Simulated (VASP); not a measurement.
# Rh (P6_3/mmc) in VASP: further runs

Runs on Rh. Level: LDA. Tasks: single point.

Everything below comes from runs of VASP 6.6.1. Logs are shortened: lines on timing, memory, paths and dates and some standing lists are left out, and cuts for length are marked.

### 1 The cell of the first run

Symmetry: P6_3/mmc, No. 194, hexagonal system. Conventional cell: a = 2.657 Å, b = 2.657 Å, c = 9.129 Å, α = 90.00°, β = 90.00°, γ = 120.00°. Rh (site symmetry -3m) has 12 Rh at 2.66 to 2.75 Å within 3.5 Å. Within 3.5 Å of Rh (site symmetry -6m2) lie 12 Rh at 2.66 to 2.75 Å.

This isn't the form of Rh at room conditions, which is fcc.

### 2 Single point, LDA

File INCAR:

```
SYSTEM = Rh
  PREC = Accurate
  ENCUT = 520
  EDIFF = 1E-7
  ISMEAR = 0
  SIGMA = 0.15
  LREAL = .FALSE.
  LASPH = .TRUE.
  NELM = 100
  ALGO = Fast
  ISIF = 2
  LWAVE = .FALSE.
  LCHARG = .TRUE.
  GGA = CA
  LELF = .TRUE.
  LVHAR = .TRUE.
  NBANDS = 38
```

File KPOINTS:

```
regular mesh
0
G
  18 18 6
  0 0 0
```

File POSCAR:

```
Rh
1.0
    2.6572578348      0.0000000000      0.0000000000
   -1.3286289174      2.3012527894      0.0000000000
    0.0000000000      0.0000000000      9.1291000000
Rh
4
Direct
    0.0000000000      0.0000000000      0.0000000000
    0.3333333333      0.6666666667      0.2500000000
    0.0000000000      0.0000000000      0.5000000000
    0.6666666667      0.3333333333      0.7500000000
```

Potentials or basis: VASP PAW LDA potentials, release 64 (Rh_pv).

The run is started by

```bash
cat potpaw_LDA.64/Rh_pv/POTCAR > POTCAR
mpirun -np 1 vasp_std > vasp.out
```

OUTCAR:

```text
SYSTEM = Rh
   PREC = Accurate
   ENCUT = 520
   EDIFF = 1E-7
   ISMEAR = 0
   LREAL = .FALSE.
   LASPH = .TRUE.
   NELM = 100
   ISIF = 2
   GGA = CA

 ion  position               nearest neighbor table
   1  0.000  0.000  0.000-   2 2.75   4 2.75   4 2.75   2 2.75   4 2.75   2 2.75
   2  0.333  0.667  0.250-   1 2.75   3 2.75   1 2.75   3 2.75   1 2.75   3 2.75
   3  0.000  0.000  0.500-   2 2.75   4 2.75   4 2.75   2 2.75   4 2.75   2 2.75
   4  0.667  0.333  0.750-   1 2.75   3 2.75   1 2.75   3 2.75   1 2.75   3 2.75

  LATTYP: Found a hexagonal cell.
 ALAT       =     2.6572578348
 C/A-ratio  =     3.4355341361

  Lattice vectors:

 A1 = (   2.6572578348,   0.0000000000,   0.0000000000)
 A2 = (  -1.3286289174,   2.3012527894,   0.0000000000)
 A3 = (   0.0000000000,   0.0000000000,   9.1291000000)

Analysis of symmetry for initial positions (statically):
=====================================================================
 Subroutine PRICEL returns:
 Original cell was already a primitive cell.

 Routine SETGRP: Setting up the symmetry group for a
 hexagonal supercell.

 Subroutine GETGRP returns: Found 24 space group operations
 (whereof 12 operations were pure point group operations)
 out of a pool of 24 trial point group operations.

The static configuration has the point symmetry D_3d.
 The point group associated with its full space group is D_6h.

Analysis of symmetry for dynamics (positions and initial velocities):
=====================================================================
 Subroutine PRICEL returns:
 Original cell was already a primitive cell.

 Routine SETGRP: Setting up the symmetry group for a
 hexagonal supercell.

 Subroutine GETGRP returns: Found 24 space group operations
 (whereof 12 operations were pure point group operations)
 out of a pool of 24 trial point group operations.

The dynamic configuration has the point symmetry D_3d.
 The point group associated with its full space group is D_6h.

 Subroutine INISYM returns: Found 24 space group operations
 (whereof 12 operations are pure point group operations),
 and found     1 'primitive' translations

----------------------------------------------------------------------------------------

                                     Primitive cell

  volume of cell :      55.8246

  direct lattice vectors                    reciprocal lattice vectors
     2.657257835  0.000000000  0.000000000     0.376327802  0.217272958  0.000000000
    -1.328628917  2.301252789  0.000000000     0.000000000  0.434545915  0.000000000
     0.000000000  0.000000000  9.129100000     0.000000000  0.000000000  0.109539823

  length of vectors
     2.657257835  2.657257835  9.129100000     0.434545915  0.434545915  0.109539823

  position of ions in fractional coordinates (direct lattice)
     0.000000000  0.000000000  0.000000000
     0.333333333  0.666666667  0.250000000
     0.000000000  0.000000000  0.500000000
     0.666666667  0.333333333  0.750000000

  ion indices of the primitive-cell ions
   primitive index   ion index
                 1           1
                 2           2
                 3           3
                 4           4

----------------------------------------------------------------------------------------

 KPOINTS: regular mesh

Automatic generation of k-mesh.
 Grid dimensions read from file:
 generate k-points for:   18   18    6

 Generating k-lattice:

  Cartesian coordinates                     Fractional coordinates (reciprocal lattice)
     0.020907100  0.012070720  0.000000000     0.055555556  0.000000000  0.000000000
     0.000000000  0.024141440  0.000000000     0.000000000  0.055555556  0.000000000
     0.000000000  0.000000000  0.018256637     0.000000000  0.000000000  0.166666667

  Length of vectors
     0.024141440  0.024141440  0.018256637

  Shift w.r.t. Gamma in fractional coordinates (k-lattice)
     0.000000000  0.000000000  0.000000000

 Subroutine IBZKPT returns following result:
 ===========================================

 Found    148 irreducible k-points:

 Following reciprocal coordinates:
            Coordinates               Weight
  0.000000  0.000000  0.000000      1.000000
  0.055556  0.000000  0.000000      6.000000
  0.111111  0.000000  0.000000      6.000000
  0.166667 -0.000000  0.000000      6.000000
  0.222222 -0.000000  0.000000      6.000000
  0.277778  0.000000  0.000000      6.000000
[... 16 lines left out ...]
  0.333333  0.111111  0.000000     12.000000
  0.388889  0.111111  0.000000     12.000000
 [... further k-points ...]
   k-points           NKPTS =    148   k-points in BZ     NKDIM =    148   number of bands    NBANDS=     38
   number of dos      NEDOS =    301   number of ions     NIONS =      4
   total plane-waves  NPLWV =  28000
   dimension x,y,z NGX =    20 NGY =   20 NGZ =   70
   dimension x,y,z NGXF=    40 NGYF=   40 NGZF=  140
   ions per type =               4
   NGX,Y,Z   is equivalent  to a cutoff of  12.51, 12.51, 12.75 a.u.
   NGXF,Y,Z  is equivalent  to a cutoff of  25.03, 25.03, 25.49 a.u.
 SYSTEM =  Rh
   PREC   = accura    normal or accurate (medium, high low for compatibility)
   ISTART =      0    job   : 0-new  1-cont  2-samecut
   ICHARG =      2    charge: 1-file 2-atom 10-const
   ISPIN  =      1    spin polarized calculation?
   LNONCOLLINEAR =      F non collinear calculations
   LSORBIT =      F    spin-orbit coupling
   LASPH  =      T    aspherical Exc in radial PAW
   ENCUT  =  520.0 eV  38.22 Ry    6.18 a.u.   4.94  4.94 16.97*2*pi/ulx,y,z
   NELM   =    100;   NELMIN=  2; NELMDL= -5     # of ELM steps
   EDIFF  = 0.1E-06   stopping-criterion for ELM
   LREAL  =      F    real-space projection
   EDIFFG = 0.1E-05   stopping-criterion for IOM
   NSW    =      0    number of steps for IOM
   IBRION =     -1    ionic relax: 0-MD 1-quasi-New 2-CG
   NFREE  =      0    steps in history (QN), initial steepest desc. (CG)
   ISIF   =      2    stress and relaxation
   ISYM   =      2    0-nonsym 1-usesym 2-fastsym
   POTIM  = 0.5000    time-step for ionic-motion
   TEBEG  =    0.0;   TEEND  =   0.0 temperature during run
   PSTRESS=    0.0 pullay stress
   NELECT =      60.0000    total number of electrons
   NUPDOWN=      -1.0000    fix difference up-down
   EMIN   =  10.00;   EMAX   =-10.00  energy-range for DOS
   EFERMI =   0.00;   METHOD = LEGACY
   ISMEAR =     0;   SIGMA  =   0.15  broadening in eV -4-tet -1-fermi 0-gaus
   EFERMI_NEDOS =   21; number of points for ismear=-14 and -15
   IALGO  =     68    algorithm
   IMIX   =      4    mixing-type and parameters
     AMIX     =   0.40;   BMIX     =  1.00
     AMIX_MAG =   1.60;   BMIX_MAG =  1.00
  volume/ion in A,a.u.               =      13.96        94.18
  Fermi-wavevector in a.u.,A,eV,Ry     =   1.676936  3.168950 38.261156  2.812116
  Thomas-Fermi vector in A             =   2.761291
   LORBIT       =      0    0 simple, 1 ext, 2 COOP (PROOUT), +10 PAW based schemes
   GGA     = CA    functional components
   LHFCALC =     F    Hartree Fock is set to
   AEXX    =    0.0000 exact exchange contribution
   IVDW    =     0    specifies the selected vdW correction
   LEPSILON=     F    determine dielectric tensor
   LRPA    =     F    only Hartree local field effects (RPA)
 non-spin polarized calculation
 RMM-DIIS sequential band-by-band and
 Gauss-broadening in eV      SIGMA  =   0.15
  energy-cutoff  :      520.00
  volume of cell :       55.82
 maximum number of plane-waves:      1548
 NGX is ok and might be reduce to    20
   NGX =  9   NGY =  9   NGZ = 33

 number of electron      60.0000005 magnetization

 Free energy of the ion-electron system (eV)
  ---------------------------------------------------
  ext. energy  EPLUGINS =         0.00000000
  ---------------------------------------------------
  free energy    TOTEN  =       -34.46468122 eV

  energy without entropy =      -34.40001774  energy(sigma->0) =      -34.43234948

 E-fermi :  11.4465     XC(G=0): -14.2531

 val. band max:       11.4453855416   @ k =   0.1667   0.1667   0.3333
 cond. band min:      11.4513819868   @ k =   0.3889   0.1667   0.3333
 fundamental gap:      0.0059964452
 Fermi energy:        11.4464940919

 k-point     1 :       0.0000    0.0000    0.0000
  band No.  band energies     occupation
      1     -35.3190      2.00000
      2     -35.0194      2.00000
      3     -35.0097      2.00000
      4     -34.7639      2.00000
      5     -34.7639      2.00000
      6     -34.7331      2.00000
[... 30 lines left out ...]
     37      19.0893      0.00000
     38      25.2560      0.00000

 k-point     2 :       0.0556    0.0000    0.0000
  band No.  band energies     occupation
      1     -35.3121      2.00000
      2     -35.0196      2.00000
      3     -35.0102      2.00000
      4     -34.7834      2.00000
      5     -34.7696      2.00000
      6     -34.7497      2.00000
[... 30 lines left out ...]
     37      19.0751      0.00000
     38      25.3549      0.00000

 k-point     3 :       0.1111    0.0000    0.0000
  band No.  band energies     occupation
      1     -35.2922      2.00000
      2     -35.0227      2.00000
      3     -35.0146      2.00000
      4     -34.8387      2.00000
      5     -34.7960      2.00000
      6     -34.7858      2.00000
[... 30 lines left out ...]
     37      19.0383      0.00000
     38      25.6396      0.00000

 k-point     4 :       0.1667   -0.0000    0.0000
  band No.  band energies     occupation
      1     -35.2607      2.00000
      2     -35.0386      2.00000
      3     -35.0358      2.00000
      4     -34.9211      2.00000
      5     -34.8679      2.00000
      6     -34.8415      2.00000
[... 30 lines left out ...]
     37      18.9966      0.00000
     38      25.9934      0.00000
[... 703 lines left out ...]
      4     -35.1908      2.00000
      5     -35.1034      2.00000
      6     -34.9393      2.00000
[... 30 lines left out ...]
     37      19.5339      0.00000
     38      22.4961      0.00000

 k-point    23 :       0.3333    0.1111    0.0000
  band No.  band energies     occupation
      1     -35.3503      2.00000
      2     -35.3262      2.00000
      3     -35.2842      2.00000
      4     -35.2573      2.00000
      5     -35.0545      2.00000
      6     -34.9636      2.00000
[... 30 lines left out ...]
     37      20.5198      0.00000
     38      21.1327      0.00000

 k-point    24 :       0.3889    0.1111    0.0000
  band No.  band energies     occupation
      1     -35.3976      2.00000
      2     -35.3696      2.00000
      3     -35.3305      2.00000
      4     -35.2998      2.00000
      5     -35.0102      2.00000
      6     -34.9812      2.00000
[... 30 lines left out ...]
     37      20.7912      0.00000
     38      20.8881      0.00000

 [... further k-points ...]
[... 5 lines left out ...]
  --------------------------------------------------------------------------------------
  -------------------------------------------------------------------------------------
  Total       -2.4999835     -2.4999835     -8.3018384      0.0000000      0.0000000     -0.0000000
  in kB      -71.7499728    -71.7499728   -238.2642432      0.0000000      0.0000000     -0.0000000
  external PRESSURE =    -127.2547296 kB  Pullay stress =       0.0000000 kB

 VOLUME and BASIS-vectors are now :
 -----------------------------------------------------------------------------
  energy-cutoff  :      520.00
  volume of cell :       55.82
      direct lattice vectors                 reciprocal lattice vectors
     2.657257835  0.000000000  0.000000000     0.376327802  0.217272958  0.000000000
    -1.328628917  2.301252789  0.000000000     0.000000000  0.434545915  0.000000000
     0.000000000  0.000000000  9.129100000     0.000000000  0.000000000  0.109539823

 POSITION                                       TOTAL-FORCE (eV/Angst)
 -----------------------------------------------------------------------------------
      0.00000      0.00000      0.00000         0.000000     -0.000000      0.000000
     -0.00000      1.53417      2.28227         0.000000      0.000000      0.000000
      0.00000      0.00000      4.56455         0.000000     -0.000000      0.000000
      1.32863      0.76708      6.84682        -0.000000     -0.000000     -0.000000
 -----------------------------------------------------------------------------------
    total drift:                                0.000000     -0.000000      0.000000

  FREE ENERGIE OF THE ION-ELECTRON SYSTEM (eV)
  ---------------------------------------------------
  free  energy   TOTEN  =       -34.4646812222 eV

  energy  without entropy=      -34.4000177448  energy(sigma->0) =      -34.43234948
```

It took 2.5 min on 1 thread of Intel Xeon 6975P-C (Granite Rapids), shared host; peak memory 0.31 GiB.

What came out:

```yaml
Free_energy: -34.4647 eV
Pressure: -12.7 GPa
Band_gap_on_the_k_mesh: zero (bands 30 and 31 overlap by 2.01 eV)
```

Levels at points of the mesh, in eV from the Fermi level:
```tsv
k point	band 26	band 27	band 28	band 29	band 30	band 31	band 32	band 33	band 34	band 35
(0.00, 0.00, 0.00)	-2.63	-2.63	-1.19	-1.19	-0.62	-0.62	-0.30	-0.30	0.22	0.38
(0.50, 0.00, 0.00)	0.49	0.50	0.79	0.81	0.87	0.92	0.99	1.36	2.30	4.33
(0.00, 0.00, 0.50)	-2.75	-1.46	-1.46	-0.95	-0.95	-0.95	-0.95	0.11	0.11	0.11
(0.50, 0.00, 0.50)	-0.97	-0.12	-0.12	0.81	0.81	0.96	0.96	2.90	2.90	4.24
```

Caveat: the stress differs along the axes, from -24 to -7 GPa.

### 3 Single point, LDA

This run uses another cell than the first one, of 14.02 Å³/atom.

File INCAR:

```
SYSTEM = Rh
PREC = Accurate ; ENCUT = 520
EDIFF = 1E-7 ; ISMEAR = 0
SIGMA = 0.15 ; LREAL = .FALSE.
LASPH = .TRUE. ; NELM = 100
ALGO = Fast ; ISIF = 2
LWAVE = .FALSE. ; LCHARG = .FALSE.
NBANDS = 38
```

File KPOINTS:

```
Automatic mesh
0
G
  18 18 6
  0 0 0
```

File POSCAR:

```
Rh
1.0
    2.6307000000      0.0000000000      0.0000000000
   -1.3153500000      2.2782530297      0.0000000000
    0.0000000000      0.0000000000      9.3602000000
Rh
4
Direct
    0.0000000000      0.0000000000      0.0000000000
    0.3333333333      0.6666666667      0.2500000000
    0.0000000000      0.0000000000      0.5000000000
    0.6666666667      0.3333333333      0.7500000000
```

Potentials or basis: VASP PAW LDA potentials, release 64 (Rh_pv).

The run is started by

```bash
cat potpaw_LDA.64/Rh_pv/POTCAR > POTCAR
mpirun -np 1 vasp_std > vasp.out
```

OUTCAR:

```text
SYSTEM = Rh
   PREC = Accurate
   ENCUT = 520
   EDIFF = 1E-7
   ISMEAR = 0
   LREAL = .FALSE.
   LASPH = .TRUE.
   NELM = 100
   ISIF = 2

 ion  position               nearest neighbor table
   1  0.000  0.000  0.000-   2 2.79   4 2.79   2 2.79   4 2.79   4 2.79   2 2.79
   2  0.333  0.667  0.250-   1 2.79   3 2.79   1 2.79   3 2.79   1 2.79   3 2.79
   3  0.000  0.000  0.500-   2 2.79   4 2.79   2 2.79   4 2.79   4 2.79   2 2.79
   4  0.667  0.333  0.750-   1 2.79   3 2.79   1 2.79   3 2.79   1 2.79   3 2.79

  LATTYP: Found a hexagonal cell.
 ALAT       =     2.6307000000
 C/A-ratio  =     3.5580643935

  Lattice vectors:

 A1 = (   2.6307000000,   0.0000000000,   0.0000000000)
 A2 = (  -1.3153500000,   2.2782530297,   0.0000000000)
 A3 = (   0.0000000000,   0.0000000000,   9.3602000000)

Analysis of symmetry for initial positions (statically):
=====================================================================
 Subroutine PRICEL returns:
 Original cell was already a primitive cell.

 Routine SETGRP: Setting up the symmetry group for a
 hexagonal supercell.

 Subroutine GETGRP returns: Found 24 space group operations
 (whereof 12 operations were pure point group operations)
[... 173 lines left out ...]

 val. band max:       11.3384740147   @ k =   0.3889   0.2222   0.5000
 cond. band min:      11.3408924659   @ k =   0.3333   0.3333   0.0000
 fundamental gap:      0.0024184512
 Fermi energy:        11.3398390867

 k-point     1 :       0.0000    0.0000    0.0000
  band No.  band energies     occupation
      1     -35.3271      2.00000
      2     -35.0624      2.00000
      3     -35.0516      2.00000
      4     -34.8166      2.00000
      5     -34.8166      2.00000
      6     -34.7909      2.00000
[... 973 lines left out ...]
     37      20.6869      0.00000
     38      20.8665      0.00000

 [... further k-points ...]

------------------------ aborting loop because EDIFF is reached ----------------------------------------

  FORCE on cell =-STRESS in cart. coord.  units (eV):
  Direction    XX          YY          ZZ          XY          YZ          ZX
  --------------------------------------------------------------------------------------
  -------------------------------------------------------------------------------------
  Total       -1.0959673     -1.0959673    -10.6332261     -0.0000000      0.0000000      0.0000000
  in kB      -31.3003917    -31.3003917   -303.6807203     -0.0000000      0.0000000      0.0000000
  external PRESSURE =    -122.0938346 kB  Pullay stress =       0.0000000 kB

 VOLUME and BASIS-vectors are now :
 -----------------------------------------------------------------------------
  energy-cutoff  :      520.00
  volume of cell :       56.10
      direct lattice vectors                 reciprocal lattice vectors
     2.630700000  0.000000000  0.000000000     0.380126962  0.219466404  0.000000000
    -1.315350000  2.278253030  0.000000000     0.000000000  0.438932808  0.000000000
     0.000000000  0.000000000  9.360200000     0.000000000  0.000000000  0.106835324

 POSITION                                       TOTAL-FORCE (eV/Angst)
 -----------------------------------------------------------------------------------
      0.00000      0.00000      0.00000         0.000000      0.000000     -0.000000
     -0.00000      1.51884      2.34005        -0.000000     -0.000000     -0.000000
      0.00000      0.00000      4.68010        -0.000000      0.000000     -0.000000
      1.31535      0.75942      7.02015         0.000000      0.000000      0.000000
 -----------------------------------------------------------------------------------
    total drift:                                0.000000     -0.000000      0.000000

  FREE ENERGIE OF THE ION-ELECTRON SYSTEM (eV)
  ---------------------------------------------------
  free  energy   TOTEN  =       -34.2637649851 eV

  energy  without entropy=      -34.1967554779  energy(sigma->0) =      -34.23026023
```

Run time: 2.4 min. Hardware: 1 thread of Intel Xeon 6975P-C (Granite Rapids), shared host; peak memory 0.3 GiB.

Results:

- Free energy: -34.2638 eV
- Pressure: -12.2 GPa
- Band gap on the k mesh: zero (bands 30 and 31 overlap by 2.08 eV)

Caveat: the stress differs along the axes, from -30 to -3 GPa.
